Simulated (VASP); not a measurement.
# CoPdO2 (R-3m) in VASP: further runs

The runs below take CoPdO2 through single point, with PBE.

Everything below comes from runs of VASP 6.6.1. Logs are shortened: lines on timing, memory, paths and dates and some standing lists are left out, and cuts for length are marked.

### 1 The cell of the first run

The structure is trigonal, space group R-3m (No. 166). The conventional cell has a = 2.826 Å, b = 2.826 Å, c = 17.761 Å, α = 90.00°, β = 90.00°, γ = 120.00°. Within 2.6 Å of Pd (site symmetry -3m) lie 2 O at 1.99 Å. Within 2.5 Å of Co (site symmetry -3m) lie 6 O at 1.90 Å. O (site symmetry 3m) has 3 Co at 1.90 Å and 1 Pd at 1.99 Å within 2.5 Å.

### 2 Single point, PBE

Contents of INCAR:

```
ALGO     = Normal         # electronic algorithm
EDIFF    = 1E-7           # SCF threshold, eV
ENCUT    = 520            # plane-wave cutoff, eV
GGA      = PE             # functional
ISIF     = 2              # what is computed and relaxed
ISMEAR   = -1             # smearing method
LASPH    = True           # aspherical terms in the spheres
LCHARG   = False          # write CHGCAR
LREAL    = False          # projectors in reciprocal space
LWAVE    = False          # write WAVECAR
NBANDS   = 24             # bands
NELM     = 100            # most SCF steps
PREC     = Accurate       # precision mode
SIGMA    = 0.1            # smearing width, eV
```

Contents of KPOINTS:

```
k-points
0
Gamma
  7 7 7
```

Contents of POSCAR:

```
CoPdO2
1.0
    1.4130520000      2.4474760000      0.0000000000
   -1.4130520000      2.4474760000      0.0000000000
    0.0000000000     -1.6316500000      5.9204150000
Pd Co O
1 1 2
Direct
    0.0000000000      0.0000000000      0.0000000000
    0.5000000000      0.5000000000      0.5000000000
    0.1121500000      0.1121500000      0.3364500000
    0.8878500000      0.8878500000      0.6635500000
```

Potentials or basis: VASP PAW PBE potentials, release 64 (Pd, Co, O).

Started as:

```sh
$ cat potpaw_PBE.64/Pd/POTCAR potpaw_PBE.64/Co/POTCAR potpaw_PBE.64/O/POTCAR > POTCAR
$ mpirun -np 1 vasp_std > vasp.out
```

OUTCAR:

```text
EDIFF = 1E-7
   ENCUT = 520
   GGA = PE
   ISIF = 2
   ISMEAR = -1
   LASPH = True
   LREAL = False
   NELM = 100
   PREC = Accurate

 ion  position               nearest neighbor table
   1  0.000  0.000  0.000-   3 1.99   4 1.99
   2  0.500  0.500  0.500-   3 1.90   4 1.90   3 1.90   3 1.90   4 1.90   4 1.90
   3  0.112  0.112  0.336-   2 1.90   2 1.90   2 1.90   1 1.99
   4  0.888  0.888  0.664-   2 1.90   2 1.90   2 1.90   1 1.99

  LATTYP: Found a trigonal (rhomboedric) cell.
 ALAT       =     6.1411401050
 COS(alpha) =     0.8941116276

  Lattice vectors:

 A1 = (   1.4130520000,   0.8158260000,   5.9204150000)
 A2 = (  -1.4130520000,   0.8158260000,   5.9204150000)
 A3 = (   0.0000000000,  -1.6316500000,   5.9204150000)

Analysis of symmetry for initial positions (statically):
=====================================================================
 Subroutine PRICEL returns:
 Original cell was already a primitive cell.

 Routine SETGRP: Setting up the symmetry group for a
 trigonal (rhombohedral) supercell.

 Subroutine GETGRP returns: Found 12 space group operations
 (whereof 12 operations were pure point group operations)
 out of a pool of 12 trial point group operations.

The static configuration has the point symmetry D_3d.

Analysis of symmetry for dynamics (positions and initial velocities):
=====================================================================
 Subroutine PRICEL returns:
 Original cell was already a primitive cell.

 Routine SETGRP: Setting up the symmetry group for a
 trigonal (rhombohedral) supercell.

 Subroutine GETGRP returns: Found 12 space group operations
 (whereof 12 operations were pure point group operations)
 out of a pool of 12 trial point group operations.

The dynamic configuration has the point symmetry D_3d.

 Subroutine INISYM returns: Found 12 space group operations
 (whereof 12 operations are pure point group operations),
 and found     1 'primitive' translations

----------------------------------------------------------------------------------------

                                     Primitive cell

  volume of cell :      40.9505
[... 86 lines left out ...]
   ICHARG =      2    charge: 1-file 2-atom 10-const
   ISPIN  =      1    spin polarized calculation?
   LNONCOLLINEAR =      F non collinear calculations
   LSORBIT =      F    spin-orbit coupling
   LASPH  =      T    aspherical Exc in radial PAW
   ENCUT  =  520.0 eV  38.22 Ry    6.18 a.u.   5.25  5.25 11.42*2*pi/ulx,y,z
   NELM   =    100;   NELMIN=  2; NELMDL= -5     # of ELM steps
   EDIFF  = 0.1E-06   stopping-criterion for ELM
   LREAL  =      F    real-space projection
   EDIFFG = 0.1E-05   stopping-criterion for IOM
   NSW    =      0    number of steps for IOM
   IBRION =     -1    ionic relax: 0-MD 1-quasi-New 2-CG
   NFREE  =      0    steps in history (QN), initial steepest desc. (CG)
   ISIF   =      2    stress and relaxation
   ISYM   =      2    0-nonsym 1-usesym 2-fastsym
   POTIM  = 0.5000    time-step for ionic-motion
   TEBEG  =    0.0;   TEEND  =   0.0 temperature during run
   PSTRESS=    0.0 pullay stress
   NELECT =      31.0000    total number of electrons
   NUPDOWN=      -1.0000    fix difference up-down
   EMIN   =  10.00;   EMAX   =-10.00  energy-range for DOS
   EFERMI =   0.00;   METHOD = LEGACY
   ISMEAR =    -1;   SIGMA  =   0.10  broadening in eV -4-tet -1-fermi 0-gaus
   EFERMI_NEDOS =   21; number of points for ismear=-14 and -15
   IALGO  =     38    algorithm
   IMIX   =      4    mixing-type and parameters
     AMIX     =   0.40;   BMIX     =  1.00
     AMIX_MAG =   1.60;   BMIX_MAG =  1.00
  volume/ion in A,a.u.               =      10.24        69.09
  Fermi-wavevector in a.u.,A,eV,Ry     =   1.492024  2.819517 30.288415  2.226136
  Thomas-Fermi vector in A             =   2.604605
   LORBIT       =      0    0 simple, 1 ext, 2 COOP (PROOUT), +10 PAW based schemes
   GGA     = PE    functional components
   LHFCALC =     F    Hartree Fock is set to
   AEXX    =    0.0000 exact exchange contribution
   IVDW    =     0    specifies the selected vdW correction
   LEPSILON=     F    determine dielectric tensor
   LRPA    =     F    only Hartree local field effects (RPA)
 non-spin polarized calculation
  energy-cutoff  :      520.00
  volume of cell :       40.95
 maximum number of plane-waves:      1113
 NGX is ok and might be reduce to    24
   NGX = 11   NGY = 11   NGZ = 23

 number of electron      30.9999997 magnetization

 Free energy of the ion-electron system (eV)
  ---------------------------------------------------
  ext. energy  EPLUGINS =         0.00000000
  ---------------------------------------------------
  free energy    TOTEN  =       -25.57988096 eV

  energy without entropy =      -25.52946848  energy(sigma->0) =      -25.55467472

 E-fermi :   8.0742     XC(G=0): -12.5035

 val. band max:        8.0543948755   @ k =   0.4286   0.4286   0.0000
 cond. band min:       8.0940027453   @ k =  -0.4286  -0.4286   0.1429
 fundamental gap:      0.0396078698
 Fermi energy:         8.0742304945

 k-point     1 :       0.0000    0.0000    0.0000
  band No.  band energies     occupation
      1     -13.0526      2.00000
      2     -11.1692      2.00000
      3      -0.6697      2.00000
      4       1.8916      2.00000
      5       1.8916      2.00000
      6       2.7549      2.00000
[... 637 lines left out ...]
     23      22.1296      0.00000
     24      23.0132      0.00000

 [... further k-points ...]

------------------------ aborting loop because EDIFF is reached ----------------------------------------

  FORCE on cell =-STRESS in cart. coord.  units (eV):
  Direction    XX          YY          ZZ          XY          YZ          ZX
  --------------------------------------------------------------------------------------
  -------------------------------------------------------------------------------------
  Total        1.6296900      1.6296875      1.9195763      0.0000000      0.0000002      0.0000000
  in kB       63.7612526     63.7611558     75.1029901      0.0000000      0.0000085      0.0000000
  external PRESSURE =      67.5417995 kB  Pullay stress =       0.0000000 kB

 VOLUME and BASIS-vectors are now :
 -----------------------------------------------------------------------------
  energy-cutoff  :      520.00
  volume of cell :       40.95
      direct lattice vectors                 reciprocal lattice vectors
     1.413052000  2.447476000  0.000000000     0.353844020  0.204292095  0.056302336
    -1.413052000  2.447476000  0.000000000    -0.353844020  0.204292095  0.056302336
     0.000000000 -1.631650000  5.920415000     0.000000000  0.000000000  0.168907078

 POSITION                                       TOTAL-FORCE (eV/Angst)
 -----------------------------------------------------------------------------------
      0.00000      0.00000      0.00000         0.000000     -0.000000      0.000000
      0.00000      1.63165      2.96021        -0.000000     -0.000000      0.000000
      0.00000      0.00000      1.99192        -0.000000      0.000000      0.123573
      0.00000      3.26330      3.92849        -0.000000     -0.000000     -0.123573
 -----------------------------------------------------------------------------------
    total drift:                               -0.000000      0.000000     -0.000000

  FREE ENERGIE OF THE ION-ELECTRON SYSTEM (eV)
  ---------------------------------------------------
  free  energy   TOTEN  =       -25.5798809636 eV

  energy  without entropy=      -25.5294684825  energy(sigma->0) =      -25.55467472
```

It took 2 min on 1 thread of Intel Xeon 8259CL, shared host; peak memory 0.2 GiB.

Results:

| Quantity | Value |
| --- | --- |
| Free energy | -25.5799 eV |
| Pressure | 6.8 GPa |
| Largest force | 0.124 eV/Å |

Forces in eV/Å, atoms in the order of the input:
```
Pd   0.000  0.000  0.000
Co   0.000  0.000  0.000
O    0.000  0.000  0.124
O    0.000  0.000 -0.124
```

Stress tensor (GPa, compression positive):
```
6.38 0.00 0.00
0.00 6.38 0.00
0.00 0.00 7.51
```

Caveat: the k points lie up to 0.37 Å⁻¹ apart; an odd number of electrons without spin polarisation forces a metal; a magnetic or distorted state may lie lower; the run has no spin polarisation, though such a crystal can be magnetic; semilocal functionals often make such compounds metallic where correlation or magnetic order opens a gap, which also shifts bond lengths. With open d or f shells a metallic result of PBE can be an artefact of self-interaction; +U or a hybrid may open a gap.

### 3 Single point, PBE

Contents of INCAR:

```
SYSTEM = CoPdO2
  PREC = Accurate
  ENCUT = 520
  EDIFF = 1E-6
  ISMEAR = -1
  SIGMA = 0.1
  LREAL = .FALSE.
  LASPH = .TRUE.
  NELM = 80
  ALGO = Normal
  ISIF = 2
  LWAVE = .FALSE.
  LCHARG = .TRUE.
  GGA = PE
  LELF = .TRUE.
  LVHAR = .TRUE.
  NBANDS = 24
```

Contents of KPOINTS:

```
regular mesh
0
G
  7 7 7
  0 0 0
```

POSCAR is that of step 2.

Potentials or basis: VASP PAW PBE potentials, release 64 (Pd, Co, O).

Started as:

```sh
$ cat potpaw_PBE.64/Pd/POTCAR potpaw_PBE.64/Co/POTCAR potpaw_PBE.64/O/POTCAR > POTCAR
$ mpirun -np 1 vasp_std > vasp.out
```

It took 1.7 min on 1 thread of Intel Xeon 8259CL, shared host; peak memory 0.2 GiB.

The run converged. Its results:

- Free energy: -25.5799 eV
- Pressure: 6.7 GPa
- Largest force: 0.123 eV/Å

Forces on the atoms (eV/Å):
```
Pd   0.000  0.000  0.000
Co   0.000  0.000  0.000
O    0.000  0.000  0.123
O    0.000  0.000 -0.123
```

Stress tensor (GPa, compression positive):
```
6.36 0.00 0.00
0.00 6.36 0.00
0.00 0.00 7.49
```

Levels at points of the mesh, in eV from the Fermi level:
```csv
k point,band 12,band 13,band 14,band 15,band 16,band 17,band 18,band 19,band 20,band 21
"(0.00, 0.00, 0.00)",-1.84,-1.84,-1.57,-1.57,-1.12,2.02,2.02,2.90,6.36,9.37
```

Caveat: the k points lie up to 0.37 Å⁻¹ apart; an odd number of electrons without spin polarisation forces a metal; a magnetic or distorted state may lie lower; the run has no spin polarisation, though such a crystal can be magnetic; semilocal functionals often make such compounds metallic where correlation or magnetic order opens a gap, which also shifts bond lengths. Spin polarisation is off, so any magnetic state and its effect on volume and gap are missing.
